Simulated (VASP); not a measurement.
# FeGe (P6/mmm) in VASP: single point with PBE

Aim: the single point of FeGe with PBE.

Everything below comes from runs of VASP 6.6.1. Logs are shortened: lines on timing, memory, paths and dates and some standing lists are left out, and cuts for length are marked.

## Step 1: The cell of the first run

Symmetry: P6/mmm, No. 191, hexagonal system. Conventional cell: a = 4.961 Å, b = 4.961 Å, c = 4.042 Å, α = 90.00°, β = 90.00°, γ = 120.00°. Within 3.3 Å of Fe (site symmetry mmm) lie 6 Ge at 2.48 Å and 4 Fe at 2.48 Å. Within 3.3 Å of Ge (site symmetry 6/mmm) lie 6 Fe at 2.48 Å. Ge (site symmetry -6m2) has 6 Fe at 2.48 Å and 3 Ge at 2.86 Å within 3.3 Å.

## Step 2: Single point, PBE, collinear spin, ferromagnetic start

Input file INCAR:

```
ALGO = Normal
EDIFF = 1E-6
ENCUT = 520
GGA = PE
ISIF = 2
ISMEAR = 0
ISPIN = 2
LASPH = True
LCHARG = False
LMAXMIX = 4
LORBIT = 11
LREAL = False
LWAVE = False
MAGMOM = 2.5 2.5 2.5 0 0 0
NBANDS = 46
NELM = 150
PREC = Accurate
SIGMA = 0.05
```

Input file KPOINTS:

```
k-points
0
Gamma
  6 6 6
```

Input file POSCAR:

```
FeGe
1.0
    4.9613118913      0.0000000000      0.0000000000
   -2.4806559456      4.2966221339      0.0000000000
    0.0000000000      0.0000000000      4.0417859047
Fe Ge
3 3
Direct
    0.5000000000      0.0000000000      0.0000000000
    0.5000000000      0.5000000000      0.0000000000
    0.0000000000      0.5000000000      0.0000000000
    0.0000000000      0.0000000000      0.0000000000
    0.3333333333      0.6666666667      0.5000000000
    0.6666666667      0.3333333333      0.5000000000
```

Potentials or basis: VASP PAW PBE potentials, release 64 (Fe, Ge_d).

Run with:

```
> cat potpaw_PBE.64/Fe/POTCAR potpaw_PBE.64/Ge_d/POTCAR > POTCAR
> mpirun -np 1 vasp_std > vasp.out
```

OUTCAR:

```text
EDIFF = 1E-6
   ENCUT = 520
   GGA = PE
   ISIF = 2
   ISMEAR = 0
   ISPIN = 2
   LASPH = True
   LORBIT = 11
   LREAL = False
   NELM = 150
   PREC = Accurate

 ion  position               nearest neighbor table
   1  0.500  0.000  0.000-   5 2.48   6 2.48   5 2.48   6 2.48   2 2.48   2 2.48   3 2.48   3 2.48
                             4 2.48   4 2.48
   2  0.500  0.500  0.000-   5 2.48   6 2.48   5 2.48   6 2.48   1 2.48   1 2.48   4 2.48   4 2.48
                             3 2.48   3 2.48
   3  0.000  0.500  0.000-   5 2.48   6 2.48   5 2.48   6 2.48   4 2.48   4 2.48   1 2.48   1 2.48
                             2 2.48   2 2.48
   4  0.000  0.000  0.000-   3 2.48   3 2.48   2 2.48   2 2.48   1 2.48   1 2.48
   5  0.333  0.667  0.500-   1 2.48   1 2.48   3 2.48   3 2.48   2 2.48   2 2.48   6 2.86   6 2.86
                             6 2.86
   6  0.667  0.333  0.500-   1 2.48   1 2.48   3 2.48   3 2.48   2 2.48   2 2.48   5 2.86   5 2.86
                             5 2.86

  LATTYP: Found a hexagonal cell.
 ALAT       =     4.9613118913
 C/A-ratio  =     0.8146607174

  Lattice vectors:

 A1 = (   4.9613118913,   0.0000000000,   0.0000000000)
 A2 = (  -2.4806559456,   4.2966221339,   0.0000000000)
 A3 = (   0.0000000000,   0.0000000000,   4.0417859047)

Analysis of symmetry for initial positions (statically):
=====================================================================
 Subroutine PRICEL returns:
 Original cell was already a primitive cell.

 Routine SETGRP: Setting up the symmetry group for a
 hexagonal supercell.

 Subroutine GETGRP returns: Found 24 space group operations
 (whereof 24 operations were pure point group operations)
 out of a pool of 24 trial point group operations.

The static configuration has the point symmetry D_6h.

Analysis of symmetry for dynamics (positions and initial velocities):
=====================================================================
 Subroutine PRICEL returns:
 Original cell was already a primitive cell.

 Routine SETGRP: Setting up the symmetry group for a
 hexagonal supercell.

 Subroutine GETGRP returns: Found 24 space group operations
 (whereof 24 operations were pure point group operations)
 out of a pool of 24 trial point group operations.

The dynamic configuration has the point symmetry D_6h.

Analysis of structural, dynamic, and magnetic symmetry:
=====================================================================
 Subroutine PRICEL returns:
 Original cell was already a primitive cell.

 Routine SETGRP: Setting up the symmetry group for a
 hexagonal supercell.

 Subroutine GETGRP returns: Found 24 space group operations
 (whereof 24 operations were pure point group operations)
 out of a pool of 24 trial point group operations.

The overall configuration has the point symmetry D_6h.

 Subroutine INISYM returns: Found 24 space group operations
 (whereof 24 operations are pure point group operations),
 and found     1 'primitive' translations

----------------------------------------------------------------------------------------

                                     Primitive cell

  volume of cell :      86.1583

  direct lattice vectors                    reciprocal lattice vectors
     4.961311891  0.000000000  0.000000000     0.201559592  0.116370485  0.000000000
    -2.480655946  4.296622134  0.000000000     0.000000000  0.232740969  0.000000000
     0.000000000  0.000000000  4.041785905     0.000000000  0.000000000  0.247415381

  length of vectors
     4.961311891  4.961311891  4.041785905     0.232740969  0.232740969  0.247415381

  position of ions in fractional coordinates (direct lattice)
     0.500000000  0.000000000  0.000000000
     0.500000000  0.500000000  0.000000000
     0.000000000  0.500000000  0.000000000
     0.000000000  0.000000000  0.000000000
     0.333333333  0.666666667  0.500000000
     0.666666667  0.333333333  0.500000000

  ion indices of the primitive-cell ions
   primitive index   ion index
                 1           1
[... 37 lines left out ...]
  0.500000 -0.000000  0.000000      3.000000
  0.166667  0.166667  0.000000      6.000000
  0.333333  0.166667  0.000000     12.000000
[... 16 lines left out ...]
  0.166667 -0.000000  0.500000      6.000000
  0.333333 -0.000000  0.500000      6.000000
 [... further k-points ...]
   k-points           NKPTS =     28   k-points in BZ     NKDIM =     28   number of bands    NBANDS=     46
   number of dos      NEDOS =    301   number of ions     NIONS =      6
   total plane-waves  NPLWV =  48000
   dimension x,y,z NGX =    40 NGY =   40 NGZ =   30
   dimension x,y,z NGXF=    80 NGYF=   80 NGZF=   60
   ions per type =               3   3
   NGX,Y,Z   is equivalent  to a cutoff of  13.40, 13.40, 12.34 a.u.
   NGXF,Y,Z  is equivalent  to a cutoff of  26.81, 26.81, 24.68 a.u.
 SYSTEM =  unknown system
   PREC   = accura    normal or accurate (medium, high low for compatibility)
   ISTART =      0    job   : 0-new  1-cont  2-samecut
   ICHARG =      2    charge: 1-file 2-atom 10-const
   ISPIN  =      2    spin polarized calculation?
   LNONCOLLINEAR =      F non collinear calculations
   LSORBIT =      F    spin-orbit coupling
   LASPH  =      T    aspherical Exc in radial PAW
   ENCUT  =  520.0 eV  38.22 Ry    6.18 a.u.   9.22  9.22  7.52*2*pi/ulx,y,z
   NELM   =    150;   NELMIN=  2; NELMDL= -5     # of ELM steps
   EDIFF  = 0.1E-05   stopping-criterion for ELM
   LREAL  =      F    real-space projection
   EDIFFG = 0.1E-04   stopping-criterion for IOM
   NSW    =      0    number of steps for IOM
   IBRION =     -1    ionic relax: 0-MD 1-quasi-New 2-CG
   NFREE  =      0    steps in history (QN), initial steepest desc. (CG)
   ISIF   =      2    stress and relaxation
   ISYM   =      2    0-nonsym 1-usesym 2-fastsym
   POTIM  = 0.5000    time-step for ionic-motion
   TEBEG  =    0.0;   TEEND  =   0.0 temperature during run
   PSTRESS=    0.0 pullay stress
   NELECT =      66.0000    total number of electrons
   NUPDOWN=      -1.0000    fix difference up-down
   EMIN   =  10.00;   EMAX   =-10.00  energy-range for DOS
   EFERMI =   0.00;   METHOD = LEGACY
   ISMEAR =     0;   SIGMA  =   0.05  broadening in eV -4-tet -1-fermi 0-gaus
   EFERMI_NEDOS =   21; number of points for ismear=-14 and -15
   IALGO  =     38    algorithm
   IMIX   =      4    mixing-type and parameters
     AMIX     =   0.40;   BMIX     =  1.00
     AMIX_MAG =   1.60;   BMIX_MAG =  1.00
  volume/ion in A,a.u.               =      14.36        96.90
  Fermi-wavevector in a.u.,A,eV,Ry     =   1.497926  2.830670 30.528528  2.243784
  Thomas-Fermi vector in A             =   2.609751
   LORBIT       =     11    0 simple, 1 ext, 2 COOP (PROOUT), +10 PAW based schemes
   GGA     = PE    functional components
   LHFCALC =     F    Hartree Fock is set to
   AEXX    =    0.0000 exact exchange contribution
   IVDW    =     0    specifies the selected vdW correction
   LEPSILON=     F    determine dielectric tensor
   LRPA    =     F    only Hartree local field effects (RPA)
 spin polarized calculation
 Gauss-broadening in eV      SIGMA  =   0.05
  energy-cutoff  :      520.00
  volume of cell :       86.16
 maximum number of plane-waves:      2340
 NGX is ok and might be reduce to    40
   NGX = 19   NGY = 19   NGZ = 15

 number of electron      65.9999966 magnetization       3.9678533

 Free energy of the ion-electron system (eV)
  ---------------------------------------------------
  ext. energy  EPLUGINS =         0.00000000
  ---------------------------------------------------
  free energy    TOTEN  =       -39.06459871 eV

  energy without entropy =      -39.05866519  energy(sigma->0) =      -39.06163195

 E-fermi :   7.0626     XC(G=0): -12.1006

 val. band max:        7.0473809102   @ k =   0.3333  -0.0000   0.5000
 cond. band min:       7.0642995050   @ k =   0.3333  -0.0000   0.1667
 fundamental gap:      0.0169185948
 Fermi energy:         7.0626076514

 spin component 1

 k-point     1 :       0.0000    0.0000    0.0000
  band No.  band energies     occupation
      1     -17.9337      1.00000
      2     -17.8584      1.00000
      3     -17.8584      1.00000
      4     -17.7577      1.00000
      5     -17.7577      1.00000
      6     -17.7337      1.00000
[... 1141 lines left out ...]
     44      15.1878      0.00000
     45      15.5795      0.00000

 [... further k-points ...]

 spin component 2

 k-point     1 :       0.0000    0.0000    0.0000
  band No.  band energies     occupation
      1     -17.9471      1.00000
      2     -17.8766      1.00000
      3     -17.8766      1.00000
      4     -17.7663      1.00000
      5     -17.7663      1.00000
      6     -17.7520      1.00000
[... 1141 lines left out ...]
     44      15.5033      0.00000
     45      15.5669      0.00000

 [... further k-points ...]

 [bands above 45 left out]

------------------------ aborting loop because EDIFF is reached ----------------------------------------

  FORCE on cell =-STRESS in cart. coord.  units (eV):
  Direction    XX          YY          ZZ          XY          YZ          ZX
  --------------------------------------------------------------------------------------
  -------------------------------------------------------------------------------------
  Total        0.1151345      0.1151345     -0.0561028      0.0000000      0.0000000     -0.0000000
  in kB        2.1410115      2.1410115     -1.0432734      0.0000000      0.0000000     -0.0000000
  external PRESSURE =       1.0795832 kB  Pullay stress =       0.0000000 kB

 VOLUME and BASIS-vectors are now :
 -----------------------------------------------------------------------------
  energy-cutoff  :      520.00
  volume of cell :       86.16
      direct lattice vectors                 reciprocal lattice vectors
     4.961311891  0.000000000  0.000000000     0.201559592  0.116370485  0.000000000
    -2.480655946  4.296622134  0.000000000     0.000000000  0.232740969  0.000000000
     0.000000000  0.000000000  4.041785905     0.000000000  0.000000000  0.247415381

 POSITION                                       TOTAL-FORCE (eV/Angst)
 -----------------------------------------------------------------------------------
      2.48066      0.00000      0.00000        -0.000000      0.000000      0.000000
      1.24033      2.14831      0.00000        -0.000000      0.000000      0.000000
     -1.24033      2.14831      0.00000        -0.000000      0.000000      0.000000
      0.00000      0.00000      0.00000        -0.000000      0.000000      0.000000
     -0.00000      2.86441      2.02089         0.000000     -0.000000     -0.000000
      2.48066      1.43221      2.02089        -0.000000      0.000000      0.000000
 -----------------------------------------------------------------------------------
    total drift:                               -0.000000      0.000000     -0.000000

  FREE ENERGIE OF THE ION-ELECTRON SYSTEM (eV)
  ---------------------------------------------------
  free  energy   TOTEN  =       -39.0645987114 eV

  energy  without entropy=      -39.0586651929  energy(sigma->0) =      -39.06163195

 total charge

# of ion       s       p       d       tot
------------------------------------------
    1        0.438   0.572   6.426   7.436
    2        0.438   0.572   6.426   7.436
    3        0.438   0.572   6.426   7.436
    4        1.148   1.139  10.059  12.346
    5        1.124   1.197  10.084  12.405
    6        1.124   1.197  10.084  12.405
--------------------------------------------------
tot          4.710   5.249  49.504  59.463

 magnetization (x)

# of ion       s       p       d       tot
------------------------------------------
    1        0.004   0.002   1.411   1.417
    2        0.004   0.002   1.411   1.417
    3        0.004   0.002   1.411   1.417
    4       -0.003  -0.103   0.006  -0.100
    5       -0.008  -0.052   0.000  -0.060
    6       -0.008  -0.052   0.000  -0.060
--------------------------------------------------
tot         -0.007  -0.203   4.239   4.029
```

Wall time 3.6 min (1 thread of Intel Xeon Platinum 8488C (Sapphire Rapids), shared host); peak memory 0.34 GiB.

What came out:

```
Free energy                                           : -39.0646 eV
Pressure                                              : 0.1 GPa
Band gap on the k mesh                                : zero (filled and empty bands overlap)
Net moment                                            : 3.97 μB per cell
Site moments                                          : Fe +1.42; Ge -0.10, -0.06 (each value once) μB
Valence electrons inside the program's atomic spheres : Fe 7.44; Ge 12.35, 12.40 (each value once)
```
